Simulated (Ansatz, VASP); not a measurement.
## One calculation of Te, two programs

File INCAR:

```
  PREC = Accurate
  ENCUT = 520
  EDIFF = 1E-7
  ISMEAR = 0
  SIGMA = 0.1
  LREAL = False
  LASPH = True
  NELM = 80
  ALGO = Normal
  ISIF = 2
  LWAVE = False
  LCHARG = False
  GGA = PE
  IVDW = 12
  NBANDS = 16
```

The input KPOINTS:

```
regular mesh
0
Gamma
  12 12 8
```

Contents of POSCAR:

```
Te
1.0
    4.3612963758      0.0000000000      0.0000000000
   -2.1806481879      3.7769934549      0.0000000000
    0.0000000000      0.0000000000      5.9184981101
Te
3
Direct
    0.2833022363      0.0000000000      0.1666666667
    0.0000000000      0.2833022363      0.8333333333
    0.7166977637      0.7166977637      0.5000000000
```

Input for Ansatz:

```yaml
crystal:
  lattice:
    - [4.3612963758, 0.0, 0.0]
    - [-2.1806481879, 3.7769934549, 0.0]
    - [0.0, 0.0, 5.9184981101]
  atoms:
    - { symbol: Te, position: [0.2833022363, 0.0, 0.1666666667] }
    - { symbol: Te, position: [0.0, 0.2833022363, 0.8333333333] }
    - { symbol: Te, position: [0.7166977637, 0.7166977637, 0.5] }
basis:
  ecutwfc: 420
kpoints:
  mp_grid: { grid: [12, 12, 8] }
  band_path: { path: [VBM, CBM], npoints: 2 }
hamiltonian:
  xc: pbe
  dispersion: d3bj
scf:
  occupations: { method: gaussian, width: 0.1 }
output:
  forces: true
  stress: true
  eigenvalues: true
checkpoint:
  read: start.run
  write: ck
  compress: false
  write_wavefunctions: false
  write_every: 100000
```

Alike in both runs: task single point; functional PBE; dispersion D3(BJ); k mesh 12 × 12 × 8; occupations gaussian, width 0.1 eV; no spin polarisation.

|  | VASP | Ansatz |
| --- | --- | --- |
| version | VASP 6.6.1 | Ansatz 0.2.0 |
| potentials or method | VASP PAW PBE potentials, release 64 (Te), cutoff 520 eV | scalar-relativistic, plane waves, PAW |
| valence electrons in the cell | 18 | 48 |

|  | VASP | Ansatz | Ansatz less VASP |
| --- | --- | --- | --- |
| gap on the k mesh at the Fermi level (eV) | 0.09 | 0.10 | +0.016 |
| least direct gap on the mesh (eV) | 0.09 | 0.10 | +0.016 |
| pressure (GPa) | -0.3 | -0.3 | +0.01 |
| traceless stress, the component that is largest in VASP (GPa) | 0.31 | 0.29 | -0.015 |

VASP's potentials hold 18 valence electrons a cell and Ansatz's 48, so a difference there can come from the potentials and not from the codes.

Spin-orbit coupling is off throughout.
